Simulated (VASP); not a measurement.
Input of a VASP 6.6.1 run:

File INCAR:

```
ALGO = Normal
EDIFF = 1E-6
ENCUT = 520
GGA = PE
ISIF = 2
ISMEAR = 0
LASPH = T
LCHARG = F
LREAL = F
LWAVE = F
NBANDS = 24
NELM = 100
PREC = Accurate
SIGMA = 0.1
```

Contents of KPOINTS:

```
k-points
0
Gamma
  18 18 8
```

File POSCAR:

```
TaN
1.0
    2.8529905255      0.0000000000      0.0000000000
   -1.4264952628      2.4707622718      0.0000000000
    0.0000000000      0.0000000000      5.8128506289
Ta N
2 2
Direct
    0.0000000000      0.0000000000      0.0000000000
    0.0000000000      0.0000000000      0.5000000000
    0.3333333333      0.6666666667      0.2500000000
    0.6666666667      0.3333333333      0.7500000000
```

Potentials or basis: VASP PAW PBE potentials, release 64 (Ta_pv, N).

Launch:

```sh
$ cat potpaw_PBE.64/Ta_pv/POTCAR potpaw_PBE.64/N/POTCAR > POTCAR
$ mpirun -np 1 vasp_std > vasp.out
```

Question: Estimate the pressure.

Answer: 24.0 GPa.

Question: What does it give for the band gap on the k mesh?

Answer: Zero (band 16 reaches 9.37 eV, above the bottom of band 17 at 8.29 eV).

Stress tensor (GPa, compression positive):
```
23.97  0.00  0.00
 0.00 23.97  0.00
 0.00  0.00 24.10
```

Caveat: spin-orbit coupling is left out, which moves the levels of the heavy elements.
